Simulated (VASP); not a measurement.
# Ni2Pt (P6_3/mmc) in VASP: single point with PBE

Aim: the single point of Ni2Pt with PBE.

Program: VASP 6.6.1. These are calculated values, not measurements. Logs are shortened: lines on timing, memory, paths and dates and some standing lists are left out, and cuts for length are marked.

### 1 The cell of the first run

The structure is hexagonal, space group P6_3/mmc (No. 194). The conventional cell has a = 2.670 Å, b = 2.670 Å, c = 12.522 Å, α = 90.00°, β = 90.00°, γ = 120.00°. Within 3.2 Å of Ni (site symmetry 3m) lie 9 Ni at 2.45 to 2.67 Å and 3 Pt at 2.67 Å. Within 3.5 Å of Pt (site symmetry -6m2) lie 6 Ni at 2.67 Å and 6 Pt at 2.67 Å.

### 2 Single point, PBE, collinear spin, ferromagnetic start

INCAR

```
SYSTEM = Ni2Pt
PREC     = Accurate       ! precision mode
ENCUT    = 520            ! plane-wave cutoff, eV
EDIFF    = 1E-7           ! SCF threshold, eV
ISMEAR   = 0              ! smearing method
SIGMA    = 0.1            ! smearing width, eV
LREAL    = .False.        ! projectors in reciprocal space
LASPH    = .True.         ! aspherical terms in the spheres
NELM     = 150            ! most SCF steps
ALGO     = Normal         ! electronic algorithm
ISIF     = 2              ! what is computed and relaxed
LWAVE    = .False.        ! write WAVECAR
LCHARG   = .True.         ! write CHGCAR
ISPIN    = 2              ! spin polarisation
MAGMOM   = 0.93 0.93 0.93 0.93 0.24 0.24 ! initial moments
LORBIT   = 11             ! projections on sites
LMAXMIX  = 4              ! l up to which the mixer works
GGA      = PE             ! functional
LVHAR    = .True.       
NBANDS   = 43             ! bands
KPAR     = 4
```

KPOINTS

```
Automatic mesh
0
Gamma
  18 18 4
  0 0 0
```

POSCAR

```
Ni2Pt
1.0
    2.6702706358      0.0000000000      0.0000000000
   -1.3351353179      2.3125222056      0.0000000000
    0.0000000000      0.0000000000     12.5224852481
Ni Pt
4 2
Direct
    0.3333333333      0.6666666667      0.0762036692
    0.3333333333      0.6666666667      0.4237963308
    0.6666666667      0.3333333333      0.9237963308
    0.6666666667      0.3333333333      0.5762036692
    0.3333333333      0.6666666667      0.7500000000
    0.6666666667      0.3333333333      0.2500000000
```

Potentials or basis: VASP PAW PBE potentials, release 64 (Ni, Pt).

The run is started by

```console
$ cat potpaw_PBE.64/Ni/POTCAR potpaw_PBE.64/Pt/POTCAR > POTCAR
$ mpirun -np 4 vasp_std > vasp.out
```

OUTCAR:

```text
SYSTEM = Ni2Pt
   PREC = Accurate
   ENCUT = 520
   EDIFF = 1E-7
   ISMEAR = 0
   LREAL = .False.
   LASPH = .True.
   NELM = 150
   ISIF = 2
   ISPIN = 2
   LORBIT = 11
   GGA = PE

 ion  position               nearest neighbor table
   1  0.333  0.667  0.076-   3 2.45   3 2.45   3 2.45   6 2.67   6 2.67   6 2.67
   2  0.333  0.667  0.424-   4 2.45   4 2.45   4 2.45   6 2.67   6 2.67   6 2.67
   3  0.667  0.333  0.924-   1 2.45   1 2.45   1 2.45   5 2.67   5 2.67   5 2.67
   4  0.667  0.333  0.576-   2 2.45   2 2.45   2 2.45   5 2.67   5 2.67   5 2.67
   5  0.333  0.667  0.750-   3 2.67   4 2.67   3 2.67   4 2.67   3 2.67   4 2.67
   6  0.667  0.333  0.250-   1 2.67   2 2.67   1 2.67   2 2.67   1 2.67   2 2.67

  LATTYP: Found a hexagonal cell.
 ALAT       =     2.6702706358
 C/A-ratio  =     4.6895940360

  Lattice vectors:

 A1 = (   2.6702706358,   0.0000000000,   0.0000000000)
 A2 = (  -1.3351353179,   2.3125222056,   0.0000000000)
 A3 = (   0.0000000000,   0.0000000000,  12.5224852481)

Analysis of symmetry for initial positions (statically):
=====================================================================
 Subroutine PRICEL returns:
 Original cell was already a primitive cell.

 Routine SETGRP: Setting up the symmetry group for a
 hexagonal supercell.

 Subroutine GETGRP returns: Found 24 space group operations
 (whereof 12 operations were pure point group operations)
 out of a pool of 24 trial point group operations.

The static configuration has the point symmetry D_3d.
 The point group associated with its full space group is D_6h.

Analysis of symmetry for dynamics (positions and initial velocities):
=====================================================================
 Subroutine PRICEL returns:
 Original cell was already a primitive cell.

 Routine SETGRP: Setting up the symmetry group for a
 hexagonal supercell.

 Subroutine GETGRP returns: Found 24 space group operations
 (whereof 12 operations were pure point group operations)
 out of a pool of 24 trial point group operations.

The dynamic configuration has the point symmetry D_3d.
 The point group associated with its full space group is D_6h.

Analysis of structural, dynamic, and magnetic symmetry:
=====================================================================
 Subroutine PRICEL returns:
 Original cell was already a primitive cell.

 Routine SETGRP: Setting up the symmetry group for a
 hexagonal supercell.

 Subroutine GETGRP returns: Found 24 space group operations
[... 148 lines left out ...]
 NGX is ok and might be reduce to    20
   NGX =  9   NGY =  9   NGZ = 47

 number of electron      60.0000010 magnetization       3.4161350

 Free energy of the ion-electron system (eV)
  ---------------------------------------------------
  ext. energy  EPLUGINS =         0.00000000
  ---------------------------------------------------
  free energy    TOTEN  =       -33.91150650 eV

  energy without entropy =      -33.84574019  energy(sigma->0) =      -33.87862334

 E-fermi :   9.5518     XC(G=0): -13.0440

 val. band max:        9.5484742014   @ k =   0.2778   0.1667   0.2500
 cond. band min:       9.5519091438   @ k =   0.0556   0.0000   0.2500
 fundamental gap:      0.0034349424
 Fermi energy:         9.5517886563

 spin component 1

 k-point     1 :       0.0000    0.0000    0.0000
  band No.  band energies     occupation
      1      -0.0410      1.00000
      2       0.3244      1.00000
      3       2.1752      1.00000
      4       2.5533      1.00000
      5       3.7005      1.00000
      6       4.6558      1.00000
[... 1069 lines left out ...]
     41      18.3002      0.00000
     42      18.7950      0.00000

 [... further k-points ...]

 spin component 2

 k-point     1 :       0.0000    0.0000    0.0000
  band No.  band energies     occupation
      1      -0.0266      1.00000
      2       0.3506      1.00000
      3       2.1583      1.00000
      4       2.6065      1.00000
      5       3.8268      1.00000
      6       4.7831      1.00000
[... 1069 lines left out ...]
     41      18.4237      0.00000
     42      18.9145      0.00000

 [... further k-points ...]

 [bands above 42 left out]

------------------------ aborting loop because EDIFF is reached ----------------------------------------

  FORCE on cell =-STRESS in cart. coord.  units (eV):
  Direction    XX          YY          ZZ          XY          YZ          ZX
  --------------------------------------------------------------------------------------
  -------------------------------------------------------------------------------------
  Total       -0.0744947     -0.0744947     -0.0884172     -0.0000000      0.0000000      0.0000000
  in kB       -1.5434916     -1.5434916     -1.8319575     -0.0000000      0.0000000      0.0000000
  external PRESSURE =      -1.6396469 kB  Pullay stress =       0.0000000 kB

 VOLUME and BASIS-vectors are now :
 -----------------------------------------------------------------------------
  energy-cutoff  :      520.00
  volume of cell :       77.33
      direct lattice vectors                 reciprocal lattice vectors
     2.670270636  0.000000000  0.000000000     0.374493876  0.216214140  0.000000000
    -1.335135318  2.312522206  0.000000000     0.000000000  0.432428280  0.000000000
     0.000000000  0.000000000 12.522485248     0.000000000  0.000000000  0.079856353

 POSITION                                       TOTAL-FORCE (eV/Angst)
 -----------------------------------------------------------------------------------
     -0.00000      1.54168      0.95426         0.000000     -0.000000      0.014013
     -0.00000      1.54168      5.30698         0.000000     -0.000000     -0.014013
      1.33514      0.77084     11.56823        -0.000000      0.000000     -0.014013
      1.33514      0.77084      7.21550        -0.000000      0.000000      0.014013
     -0.00000      1.54168      9.39186         0.000000     -0.000000      0.000000
      1.33514      0.77084      3.13062         0.000000      0.000000      0.000000
 -----------------------------------------------------------------------------------
    total drift:                                0.000000     -0.000000     -0.000000

  FREE ENERGIE OF THE ION-ELECTRON SYSTEM (eV)
  ---------------------------------------------------
  free  energy   TOTEN  =       -33.9115065013 eV

  energy  without entropy=      -33.8457401860  energy(sigma->0) =      -33.87862334

 total charge

# of ion       s       p       d       tot
------------------------------------------
    1        0.444   0.422   8.295   9.161
    2        0.444   0.422   8.295   9.161
    3        0.444   0.422   8.295   9.161
    4        0.444   0.422   8.295   9.161
    5        0.707   0.672   8.056   9.435
    6        0.707   0.672   8.056   9.435
--------------------------------------------------
tot          3.190   3.032  49.292  55.514

 magnetization (x)

# of ion       s       p       d       tot
------------------------------------------
    1       -0.004  -0.017   0.782   0.761
    2       -0.004  -0.017   0.782   0.761
    3       -0.004  -0.017   0.782   0.761
    4       -0.004  -0.017   0.782   0.761
    5        0.000  -0.014   0.234   0.220
    6        0.000  -0.014   0.234   0.220
--------------------------------------------------
tot         -0.014  -0.097   3.595   3.483
```

OSZICAR:

```text
N       E                     dE             d eps       ncg     rms          rms(c)
DAV:   1     0.482344458667E+03    0.48234E+03   -0.26601E+04 19108   0.181E+03
DAV:   2     0.731853224188E+01   -0.47503E+03   -0.43967E+03 19317   0.392E+02
[... 11 lines left out ...]
DAV:  14    -0.339115267193E+02   -0.98422E-04   -0.22884E-04 26334   0.150E-01    0.788E-02
DAV:  15    -0.339115032874E+02    0.23432E-04   -0.52747E-05 26770   0.860E-02    0.331E-02
DAV:  16    -0.339115063328E+02   -0.30454E-05   -0.18844E-05 26314   0.347E-02    0.141E-02
DAV:  17    -0.339115066424E+02   -0.30968E-06   -0.16715E-06 22044   0.145E-02    0.107E-02
DAV:  18    -0.339115065881E+02    0.54342E-07   -0.13201E-06 20089   0.143E-02    0.316E-03
DAV:  19    -0.339115065013E+02    0.86825E-07   -0.18436E-07 11623   0.391E-03
   1 F= -.33911507E+02 E0= -.33878623E+02  d E =-.657663E-01  mag=     3.4167
```

It took 8.2 min on 4 MPI ranks of Oxide Virtual Turin-like, shared host; peak memory 0.58 GiB.

What came out:

```
Free energy                                           : -33.9115 eV
Pressure                                              : -0.2 GPa
Largest force                                         : 0.014 eV/Å
Net moment                                            : 3.42 μB per cell
Site moments                                          : Ni +0.76; Pt +0.22 μB
Valence electrons inside the program's atomic spheres : Ni 9.16; Pt 9.44
```

Forces in eV/Å, atoms in the order of the input:
```
Ni   0.000  0.000  0.014
Ni   0.000  0.000 -0.014
Ni   0.000  0.000 -0.014
Ni   0.000  0.000  0.014
Pt   0.000  0.000  0.000
Pt   0.000  0.000  0.000
```

Levels at points of the mesh, in eV from the Fermi level:
Spin up:
```
           k point  band 29  band 30  band 31  band 32  band 33  band 34  band 35  band 36
(0.00, 0.00, 0.00)    -1.28    -0.97    -0.97    -0.69    -0.69    -0.64    -0.64     0.14
(0.50, 0.00, 0.00)     0.44     0.44     0.45     0.66     0.95     1.86     2.83     2.97
(0.00, 0.00, 0.50)    -1.08    -1.08    -0.92    -0.92    -0.66    -0.66    -0.66    -0.66
(0.50, 0.00, 0.50)     0.45     0.45     0.83     0.83     1.29     1.29     2.91     2.91
```
Spin down:
| k point | band 25 | band 26 | band 27 | band 28 | band 29 | band 30 | band 31 | band 32 |
| --- | --- | --- | --- | --- | --- | --- | --- | --- |
| (0.00, 0.00, 0.00) | -1.20 | -0.72 | -0.72 | -0.62 | -0.62 | -0.10 | -0.10 | -0.04 |
| (0.50, 0.00, 0.00) | 0.08 | 0.11 | 0.29 | 0.31 | 0.52 | 0.62 | 0.63 | 0.74 |
| (0.00, 0.00, 0.50) | -1.10 | -1.10 | -0.73 | -0.73 | -0.30 | -0.30 | -0.30 | -0.30 |
| (0.50, 0.00, 0.50) | 0.04 | 0.04 | 0.17 | 0.17 | 0.62 | 0.62 | 1.20 | 1.20 |

Caveat: spin-orbit coupling is left out, which moves the levels of the heavy elements.
